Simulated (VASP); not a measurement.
The system is Zn.

```xyz
2
Lattice="2.6700 0.0000 0.0000 -1.3350 2.3123 0.0000 0.0000 0.0000 4.9660" Properties=species:S:1:pos:R:3 pbc="T T T"
Zn    0.0000    1.5415    1.2415
Zn    1.3350    0.7708    3.7245
```

| Quantity | Value |
| --- | --- |
| Program | VASP 6.6.1 |
| Task | relaxation of cell and atoms |
| Functional | PBEsol |
| Potentials or basis | VASP PAW PBE potentials, release 64 (Zn) |
| Cutoff | 600 eV |
| k mesh | 11 × 11 × 5 |
| Occupations | methfessel-paxton, width 0.02 eV |
| Spin | no spin polarisation |

At the start: pressure -5.4 GPa; volume 15.33 Å³/atom.

Where does the relaxation end?

Over 15 steps the energy falls by 36.1 meV/atom and the volume is 14.05 Å³/atom (-8.3 %); space group P6_3/mmc (No. 194, to 0.1 Å) before and after.

Step by step:
| step | energy change (eV) | largest force (eV/Å) | pressure (GPa) | volume (Å³) |
| --- | --- | --- | --- | --- |
| 1 | 0.0000 | 0.0000 | -5.38 | 30.66 |
| 2 | -0.0423 | 0.0000 | 0.18 | 28.43 |
| 3 | -0.0423 | 0.0000 | 0.22 | 28.42 |
| 4 | -0.0460 | 0.0000 | -0.18 | 28.41 |
| 5 | -0.0642 | 0.0000 | -0.80 | 28.39 |
| 6 | -0.0717 | 0.0000 | -0.55 | 28.28 |
| 7 | -0.0707 | 0.0000 | -0.73 | 28.31 |
| 8 | -0.0718 | 0.0000 | -0.30 | 28.30 |
| 9 | -0.0720 | 0.0000 | -0.43 | 28.29 |
| 10 | -0.0710 | 0.0000 | 1.05 | 27.86 |
| 11 | -0.0722 | 0.0000 | -0.05 | 28.15 |
| 12 | -0.0722 | 0.0000 | -0.15 | 28.17 |
| 13 | -0.0722 | 0.0000 | -0.11 | 28.16 |
| 14 | -0.0722 | 0.0000 | 0.24 | 28.05 |
| 15 | -0.0723 | 0.0000 | 0.06 | 28.11 |

Final structure:
```
Zn
1.0
     2.69737    0.00000    0.00000
    -1.34868    2.33599    0.00000
     0.00000    0.00000    4.46047
Zn
2
Direct
  0.33333 0.66667 0.25000
  0.66667 0.33333 0.75000
```

Caveat: the PAW data sets were made with another functional, which shifts forces and pressure a little.
